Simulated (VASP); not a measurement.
# Ir (Fm-3m) in VASP: a series of runs

The runs below take Ir through single point, with PBEsol.

Everything below comes from runs of VASP 6.6.1. Logs are shortened: lines on timing, memory, paths and dates and some standing lists are left out, and cuts for length are marked.

**1. The cell of the first run**

Symmetry: Fm-3m, No. 225, cubic system. Conventional cell: a = 3.302 Å, b = 3.302 Å, c = 3.302 Å, α = 90.00°, β = 90.00°, γ = 90.00°. Ir (site symmetry m-3m) has 12 Ir at 2.33 Å within 3.1 Å.

**2. Single point, PBEsol (volume scaled by 0.64)**

INCAR

```
SYSTEM = Ir
PREC     = Accurate       ! precision mode
ENCUT    = 520            ! plane-wave cutoff, eV
EDIFF    = 1E-6           ! SCF threshold, eV
ISMEAR   = -1             ! smearing method
SIGMA    = 0.08           ! smearing width, eV
LREAL    = .False.        ! projectors in reciprocal space
LASPH    = .True.         ! aspherical terms in the spheres
NELM     = 60             ! most SCF steps
ALGO     = Normal         ! electronic algorithm
ISIF     = 2              ! what is computed and relaxed
LWAVE    = .False.        ! write WAVECAR
LCHARG   = .False.        ! write CHGCAR
GGA      = PS             ! functional
NBANDS   = 10             ! bands
```

KPOINTS

```
Automatic mesh
0
Gamma
  19 19 19
  0 0 0
```

POSCAR

```
Ir
1.0
    0.0000000000      1.6508647808      1.6508647808
    1.6508647808      0.0000000000      1.6508647808
    1.6508647808      1.6508647808      0.0000000000
Ir
1
Direct
    0.0000000000      0.0000000000      0.0000000000
```

Potentials or basis: VASP PAW PBE potentials, release 64 (Ir).

Started as:

```console
> cat potpaw_PBE.64/Ir/POTCAR > POTCAR
> mpirun -np 1 vasp_std > vasp.out
```

OUTCAR:

```text
SYSTEM = Ir
   PREC = Accurate
   ENCUT = 520
   EDIFF = 1E-6
   ISMEAR = -1
   LREAL = .False.
   LASPH = .True.
   NELM = 60
   ISIF = 2
   GGA = PS

 ion  position               nearest neighbor table
   1  0.000  0.000  0.000-

  LATTYP: Found a face centered cubic cell.
 ALAT       =     3.3017295616

  Lattice vectors:

 A1 = (   0.0000000000,   1.6508647808,   1.6508647808)
 A2 = (   1.6508647808,   0.0000000000,   1.6508647808)
 A3 = (   1.6508647808,   1.6508647808,   0.0000000000)

Analysis of symmetry for initial positions (statically):
=====================================================================
 Subroutine PRICEL returns:
 Original cell was already a primitive cell.

 Routine SETGRP: Setting up the symmetry group for a
 face centered cubic supercell.

 Subroutine GETGRP returns: Found 48 space group operations
 (whereof 48 operations were pure point group operations)
 out of a pool of 48 trial point group operations.

The static configuration has the point symmetry O_h .

Analysis of symmetry for dynamics (positions and initial velocities):
=====================================================================
 Subroutine PRICEL returns:
 Original cell was already a primitive cell.

 Routine SETGRP: Setting up the symmetry group for a
 face centered cubic supercell.

 Subroutine GETGRP returns: Found 48 space group operations
 (whereof 48 operations were pure point group operations)
 out of a pool of 48 trial point group operations.

The dynamic configuration has the point symmetry O_h .

 Subroutine INISYM returns: Found 48 space group operations
 (whereof 48 operations are pure point group operations),
 and found     1 'primitive' translations

----------------------------------------------------------------------------------------

                                     Primitive cell

  volume of cell :       8.9984

  direct lattice vectors                    reciprocal lattice vectors
     0.000000000  1.650864781  1.650864781    -0.302871565  0.302871565  0.302871565
     1.650864781  0.000000000  1.650864781     0.302871565 -0.302871565  0.302871565
     1.650864781  1.650864781  0.000000000     0.302871565  0.302871565 -0.302871565

  length of vectors
     2.334675363  2.334675363  2.334675363     0.524588939  0.524588939  0.524588939
[... 80 lines left out ...]
   LREAL  =      F    real-space projection
   EDIFFG = 0.1E-04   stopping-criterion for IOM
   NSW    =      0    number of steps for IOM
   IBRION =     -1    ionic relax: 0-MD 1-quasi-New 2-CG
   NFREE  =      0    steps in history (QN), initial steepest desc. (CG)
   ISIF   =      2    stress and relaxation
   ISYM   =      2    0-nonsym 1-usesym 2-fastsym
   POTIM  = 0.5000    time-step for ionic-motion
   TEBEG  =    0.0;   TEEND  =   0.0 temperature during run
   PSTRESS=    0.0 pullay stress
   NELECT =       9.0000    total number of electrons
   NUPDOWN=      -1.0000    fix difference up-down
   EMIN   =  10.00;   EMAX   =-10.00  energy-range for DOS
   EFERMI =   0.00;   METHOD = LEGACY
   ISMEAR =    -1;   SIGMA  =   0.08  broadening in eV -4-tet -1-fermi 0-gaus
   EFERMI_NEDOS =   21; number of points for ismear=-14 and -15
   IALGO  =     38    algorithm
   IMIX   =      4    mixing-type and parameters
     AMIX     =   0.40;   BMIX     =  1.00
     AMIX_MAG =   1.60;   BMIX_MAG =  1.00
  volume/ion in A,a.u.               =       9.00        60.72
  Fermi-wavevector in a.u.,A,eV,Ry     =   1.637197  3.093853 36.469229  2.680413
  Thomas-Fermi vector in A             =   2.728377
   LORBIT       =      0    0 simple, 1 ext, 2 COOP (PROOUT), +10 PAW based schemes
   GGA     = PS    functional components
   LHFCALC =     F    Hartree Fock is set to
   AEXX    =    0.0000 exact exchange contribution
   IVDW    =     0    specifies the selected vdW correction
   LEPSILON=     F    determine dielectric tensor
   LRPA    =     F    only Hartree local field effects (RPA)
 non-spin polarized calculation
  energy-cutoff  :      520.00
  volume of cell :        9.00
 maximum number of plane-waves:       259
 NGX is ok and might be reduce to    18
   NGX =  9   NGY =  9   NGZ =  9

 number of electron       9.0000001 magnetization

 Free energy of the ion-electron system (eV)
  ---------------------------------------------------
  ext. energy  EPLUGINS =         0.00000000
  ---------------------------------------------------
  free energy    TOTEN  =        -4.43202636 eV

  energy without entropy =       -4.42086104  energy(sigma->0) =       -4.42644370

 E-fermi :  20.1121     XC(G=0): -16.8703

 val. band max:       20.1055463352   @ k =  -0.4211   0.4737   0.1053
 cond. band min:      20.1190322947   @ k =  -0.3684   0.0526   0.0000
 fundamental gap:      0.0134859595
 Fermi energy:        20.1121314979

 k-point     1 :       0.0000    0.0000    0.0000
  band No.  band energies     occupation
      1       3.5298      2.00000
      2      12.4113      2.00000
      3      12.4113      2.00000
      4      12.4113      2.00000
      5      17.8349      2.00000
      6      17.8349      2.00000
      7      32.3572      0.00000
      8      41.0645      0.00000
      9      41.0645      0.00000
     10      41.0645      0.00000
[... 287 lines left out ...]
 k-point    24 :      -0.2632    0.0526    0.0000
  band No.  band energies     occupation
      1       6.6295      2.00000
      2      12.5129      2.00000
      3      13.1112      2.00000
      4      13.1663      2.00000
      5      17.6620      2.00000
      6      19.5517      1.99819
      7      33.1864      0.00000
      8      41.1339      0.00000
      9      47.6378      0.00000
     10      48.5062      0.00000

 [... further k-points ...]

------------------------ aborting loop because EDIFF is reached ----------------------------------------

  FORCE on cell =-STRESS in cart. coord.  units (eV):
  Direction    XX          YY          ZZ          XY          YZ          ZX
  --------------------------------------------------------------------------------------
  -------------------------------------------------------------------------------------
  Total       29.1432421     29.1432421     29.1432421     -0.0000000     -0.0000000     -0.0000000
  in kB     5189.0032545   5189.0032545   5189.0032545     -0.0000000     -0.0000000     -0.0000000
  external PRESSURE =    5189.0032545 kB  Pullay stress =       0.0000000 kB

 VOLUME and BASIS-vectors are now :
 -----------------------------------------------------------------------------
  energy-cutoff  :      520.00
  volume of cell :        9.00
      direct lattice vectors                 reciprocal lattice vectors
     0.000000000  1.650864781  1.650864781    -0.302871565  0.302871565  0.302871565
     1.650864781  0.000000000  1.650864781     0.302871565 -0.302871565  0.302871565
     1.650864781  1.650864781  0.000000000     0.302871565  0.302871565 -0.302871565

 POSITION                                       TOTAL-FORCE (eV/Angst)
 -----------------------------------------------------------------------------------
      0.00000      0.00000      0.00000        -0.000000      0.000000      0.000000
 -----------------------------------------------------------------------------------
    total drift:                               -0.000000      0.000000      0.000000

  FREE ENERGIE OF THE ION-ELECTRON SYSTEM (eV)
  ---------------------------------------------------
  free  energy   TOTEN  =        -4.4320263594 eV

  energy  without entropy=       -4.4208610350  energy(sigma->0) =       -4.42644370
```

Wall time 28 s (1 thread of Intel Xeon 8259CL, shared host); peak memory 0.14 GiB.

Results:

| Item | Value |
| --- | --- |
| Free energy | -4.4320 eV |
| Pressure | 518.9 GPa |

Levels at points of the mesh, in eV from the Fermi level:
```csv
k point,band 1,band 2,band 3,band 4,band 5,band 6,band 7,band 8,band 9
"(0.00, 0.00, 0.00)",-16.58,-7.70,-7.70,-7.70,-2.28,-2.28,12.25,20.95,20.95
```

Caveat: the PAW data sets were made with another functional, which shifts forces and pressure a little; spin-orbit coupling is left out, which moves the levels of the heavy elements.

**3. Single point, PBEsol (volume scaled by 0.72)**

INCAR

```
  PREC = Accurate
  ENCUT = 520
  EDIFF = 1E-6
  ISMEAR = -1
  SIGMA = 0.08
  LREAL = F
  LASPH = T
  NELM = 100
  ALGO = Normal
  ISIF = 2
  LWAVE = F
  LCHARG = T
  GGA = PS
  LELF = T
  LVHAR = T
  NBANDS = 10
```

KPOINTS

```
Automatic mesh
0
Gamma
  19 19 19
```

POSCAR

```
Ir
1.0
    0.0000000000      1.7169685622      1.7169685622
    1.7169685622      0.0000000000      1.7169685622
    1.7169685622      1.7169685622      0.0000000000
Ir
1
Direct
    0.0000000000      0.0000000000      0.0000000000
```

Potentials or basis: VASP PAW PBE potentials, release 64 (Ir).

Started as:

```console
> cat potpaw_PBE.64/Ir/POTCAR > POTCAR
> mpirun -np 1 vasp_std > vasp.out
```

OUTCAR:

```text
PREC = Accurate
   ENCUT = 520
   EDIFF = 1E-6
   ISMEAR = -1
   LREAL = F
   LASPH = T
   NELM = 100
   ISIF = 2
   GGA = PS

 ion  position               nearest neighbor table
   1  0.000  0.000  0.000-

  LATTYP: Found a face centered cubic cell.
 ALAT       =     3.4339371244

  Lattice vectors:

 A1 = (   0.0000000000,   1.7169685622,   1.7169685622)
 A2 = (   1.7169685622,   0.0000000000,   1.7169685622)
 A3 = (   1.7169685622,   1.7169685622,   0.0000000000)

Analysis of symmetry for initial positions (statically):
=====================================================================
 Subroutine PRICEL returns:
 Original cell was already a primitive cell.

 Routine SETGRP: Setting up the symmetry group for a
 face centered cubic supercell.

 Subroutine GETGRP returns: Found 48 space group operations
 (whereof 48 operations were pure point group operations)
 out of a pool of 48 trial point group operations.

The static configuration has the point symmetry O_h .

Analysis of symmetry for dynamics (positions and initial velocities):
=====================================================================
 Subroutine PRICEL returns:
 Original cell was already a primitive cell.

 Routine SETGRP: Setting up the symmetry group for a
 face centered cubic supercell.

 Subroutine GETGRP returns: Found 48 space group operations
 (whereof 48 operations were pure point group operations)
 out of a pool of 48 trial point group operations.

The dynamic configuration has the point symmetry O_h .

 Subroutine INISYM returns: Found 48 space group operations
 (whereof 48 operations are pure point group operations),
 and found     1 'primitive' translations

----------------------------------------------------------------------------------------
[... 112 lines left out ...]
  volume/ion in A,a.u.               =      10.12        68.31
  Fermi-wavevector in a.u.,A,eV,Ry     =   1.574164  2.974739 33.715135  2.477992
  Thomas-Fermi vector in A             =   2.675339
   LORBIT       =      0    0 simple, 1 ext, 2 COOP (PROOUT), +10 PAW based schemes
   GGA     = PS    functional components
   LHFCALC =     F    Hartree Fock is set to
   AEXX    =    0.0000 exact exchange contribution
   IVDW    =     0    specifies the selected vdW correction
   LEPSILON=     F    determine dielectric tensor
   LRPA    =     F    only Hartree local field effects (RPA)
 non-spin polarized calculation
  energy-cutoff  :      520.00
  volume of cell :       10.12
 maximum number of plane-waves:       290
 NGX is ok and might be reduce to    18
   NGX =  9   NGY =  9   NGZ =  9

 number of electron       9.0000001 magnetization

 Free energy of the ion-electron system (eV)
  ---------------------------------------------------
  ext. energy  EPLUGINS =         0.00000000
  ---------------------------------------------------
  free energy    TOTEN  =        -7.20589592 eV

  energy without entropy =       -7.19161170  energy(sigma->0) =       -7.19875381

 E-fermi :  17.1245     XC(G=0): -16.1283

 val. band max:       17.1243517326   @ k =  -0.4211   0.4211   0.0000
 cond. band min:      17.1523909341   @ k =  -0.4211   0.4737   0.1053
 fundamental gap:      0.0280392015
 Fermi energy:        17.1244992188

 k-point     1 :       0.0000    0.0000    0.0000
  band No.  band energies     occupation
      1       2.0009      2.00000
      2      10.6644      2.00000
      3      10.6644      2.00000
      4      10.6644      2.00000
      5      15.2203      2.00000
      6      15.2203      2.00000
      7      30.1655      0.00000
      8      37.9620      0.00000
      9      37.9620      0.00000
     10      37.9620      0.00000
[... 287 lines left out ...]
 k-point    24 :      -0.2632    0.0526    0.0000
  band No.  band energies     occupation
      1       5.1091      2.00000
      2      10.4196      2.00000
      3      11.2215      2.00000
      4      11.3347      2.00000
      5      15.1414      2.00000
      6      16.6823      1.99208
      7      30.6266      0.00000
      8      36.7724      0.00000
      9      43.5304      0.00000
     10      44.1675      0.00000

 [... further k-points ...]

------------------------ aborting loop because EDIFF is reached ----------------------------------------

  FORCE on cell =-STRESS in cart. coord.  units (eV):
  Direction    XX          YY          ZZ          XY          YZ          ZX
  --------------------------------------------------------------------------------------
  -------------------------------------------------------------------------------------
  Total       18.3774554     18.3774554     18.3774554     -0.0000000     -0.0000000      0.0000000
  in kB     2908.5660739   2908.5660739   2908.5660739     -0.0000000     -0.0000000      0.0000000
  external PRESSURE =    2908.5660739 kB  Pullay stress =       0.0000000 kB

 VOLUME and BASIS-vectors are now :
 -----------------------------------------------------------------------------
  energy-cutoff  :      520.00
  volume of cell :       10.12
      direct lattice vectors                 reciprocal lattice vectors
     0.000000000  1.716968562  1.716968562    -0.291210923  0.291210923  0.291210923
     1.716968562  0.000000000  1.716968562     0.291210923 -0.291210923  0.291210923
     1.716968562  1.716968562  0.000000000     0.291210923  0.291210923 -0.291210923

 POSITION                                       TOTAL-FORCE (eV/Angst)
 -----------------------------------------------------------------------------------
      0.00000      0.00000      0.00000         0.000000      0.000000      0.000000
 -----------------------------------------------------------------------------------
    total drift:                               -0.000000     -0.000000     -0.000000

  FREE ENERGIE OF THE ION-ELECTRON SYSTEM (eV)
  ---------------------------------------------------
  free  energy   TOTEN  =        -7.2058959232 eV

  energy  without entropy=       -7.1916116996  energy(sigma->0) =       -7.19875381
```

OSZICAR:

```text
N       E                     dE             d eps       ncg     rms          rms(c)
DAV:   1     0.534133159513E+02    0.53413E+02   -0.45830E+03  4416   0.865E+02
DAV:   2    -0.692551894740E+01   -0.60339E+02   -0.57878E+02  4562   0.216E+02
DAV:   3    -0.772196516690E+01   -0.79645E+00   -0.79473E+00  5198   0.291E+01
DAV:   4    -0.772823050619E+01   -0.62653E-02   -0.62637E-02  5404   0.238E+00
DAV:   5    -0.772831399420E+01   -0.83488E-04   -0.83488E-04  5620   0.241E-01    0.387E+01
DAV:   6    -0.737486648268E+01    0.35345E+00   -0.16918E-01  5144   0.509E+00    0.206E+01
DAV:   7    -0.721017708017E+01    0.16469E+00   -0.16370E-01  5400   0.445E+00    0.114E+00
DAV:   8    -0.720598693834E+01    0.41901E-02   -0.59851E-03  4852   0.121E+00    0.328E-01
DAV:   9    -0.720589134287E+01    0.95595E-04   -0.47651E-05  5528   0.778E-02    0.256E-02
DAV:  10    -0.720589598836E+01   -0.46455E-05   -0.32133E-06  5404   0.233E-02    0.223E-03
DAV:  11    -0.720589592324E+01    0.65116E-07   -0.46638E-08  2722   0.213E-03
   1 F= -.72058959E+01 E0= -.71987538E+01  d E =-.142842E-01
```

It took 29 s on 1 thread of Intel Xeon 8259CL, shared host; peak memory 0.14 GiB.

Results:

```
Free energy : -7.2059 eV
Pressure    : 290.9 GPa
```

Levels at points of the mesh, in eV from the Fermi level:
| k point | band 1 | band 2 | band 3 | band 4 | band 5 | band 6 | band 7 | band 8 | band 9 |
| --- | --- | --- | --- | --- | --- | --- | --- | --- | --- |
| (0.00, 0.00, 0.00) | -15.12 | -6.46 | -6.46 | -6.46 | -1.90 | -1.90 | 13.04 | 20.84 | 20.84 |

Caveat: the PAW data sets were made with another functional, which shifts forces and pressure a little; spin-orbit coupling is left out, which moves the levels of the heavy elements.

**4. Single point, PBEsol (volume scaled by 0.8)**

INCAR

```
SYSTEM = Ir
ALGO = Normal
EDIFF = 1E-6
ENCUT = 520
GGA = PS
ISIF = 2
ISMEAR = -1
LASPH = .True.
LCHARG = .False.
LREAL = .False.
LWAVE = .False.
NBANDS = 10
NELM = 60
PREC = Accurate
SIGMA = 0.08
```

KPOINTS

```
k-points
0
Gamma
  19 19 19
  0 0 0
```

POSCAR

```
Ir
1.0
    0.0000000000      1.7783401761      1.7783401761
    1.7783401761      0.0000000000      1.7783401761
    1.7783401761      1.7783401761      0.0000000000
Ir
1
Direct
    0.0000000000      0.0000000000      0.0000000000
```

Started as:

```console
> cat potpaw_PBE.64/Ir/POTCAR > POTCAR
> mpirun -np 1 vasp_std > vasp.out
```

It took 35 s on 1 thread of Intel Xeon 8259CL, shared host; peak memory 0.15 GiB.

Results (log left out):

```
Free energy : -8.7278 eV
Pressure    : 153.9 GPa
```

Levels at points of the mesh, in eV from the Fermi level:
```csv
k point,band 1,band 2,band 3,band 4,band 5,band 6,band 7,band 8,band 9
"(0.00, 0.00, 0.00)",-13.83,-5.51,-5.51,-5.51,-1.63,-1.63,13.59,20.64,20.64
```

Caveat: the PAW data sets were made with another functional, which shifts forces and pressure a little; spin-orbit coupling is left out, which moves the levels of the heavy elements.

**5. Summary**

```tsv
cell	gap on the mesh (eV)	pressure (GPa)
a = 2.335 Å, angles 60.0°, 1 atom	none	518.9
a = 2.428 Å, angles 60.0°, 1 atom	none	290.9
a = 2.515 Å, angles 60.0°, 1 atom	none	153.9
```

Alike in all rows: task single point; level PBEsol; potentials or basis VASP PAW PBE potentials, release 64 (Ir); no spin polarisation; k mesh 19 × 19 × 19; cutoff (eV) 520; smearing fermi-dirac 0.08 eV.

Caveats: the PAW data sets were made with another functional, which shifts forces and pressure a little; spin-orbit coupling is left out, which moves the levels of the heavy elements.

Total energies depend on the potentials used, so only differences within one code and one set of settings carry meaning.
